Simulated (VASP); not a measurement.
Write the native input for VASP 6.6.1 that does the following.

```
Task                   : single point
Functional             : PBE
Potentials or basis    : VASP PAW PBE potentials, release 64 (Al, N)
Cutoff                 : 600 eV
k mesh                 : 11 × 11 × 6
Occupations            : fermi-dirac, width 0.02 eV
Spin                   : no spin polarisation
Dipole correction      : no
Further INCAR settings : ALGO = Normal; EDIFF = 1e-06; NBANDS = 16
```

The structure of AlN lies in POSCAR:

```
AlN
1.0
    3.1100000000      0.0000000000      0.0000000000
   -1.5550000000      2.6933390058      0.0000000000
    0.0000000000      0.0000000000      4.9800000000
Al N
2 2
Direct
    0.6666666667      0.3333333333      0.0000000000
    0.3333333333      0.6666666667      0.5000000000
    0.6666666667      0.3333333333      0.3820000000
    0.3333333333      0.6666666667      0.8820000000
```

These files were run (other wordings do the same):

INCAR

```
SYSTEM = AlN
  ALGO = Normal
  EDIFF = 1E-6
  ENCUT = 600
  GGA = PE
  GGA_COMPAT = .FALSE.
  ISIF = 2
  ISMEAR = -1
  LASPH = .TRUE.
  LCHARG = .TRUE.
  LELF = .TRUE.
  LREAL = .FALSE.
  LVHAR = .TRUE.
  LWAVE = .FALSE.
  NBANDS = 16
  NELM = 120
  PREC = Accurate
  SIGMA = 0.02
```

KPOINTS

```
k-points
0
G
  11 11 6
  0 0 0
```

Potentials or basis: VASP PAW PBE potentials, release 64 (Al, N).

Command:

```console
$ cat potpaw_PBE.64/Al/POTCAR potpaw_PBE.64/N/POTCAR > POTCAR
$ mpirun -np 1 vasp_std > vasp.out
```

Results of the run:

* Pressure: 3.8 GPa
* Largest force: 0.009 eV/Å
* Band gap on the k mesh: 4.21 eV

Caveat: the cell stands under pressure; an odd mesh through Γ misses points on the zone boundary, where band edges can lie.

It took 62 s on 1 thread of Intel Xeon 8259CL (shared host), peak memory 0.2 GiB.
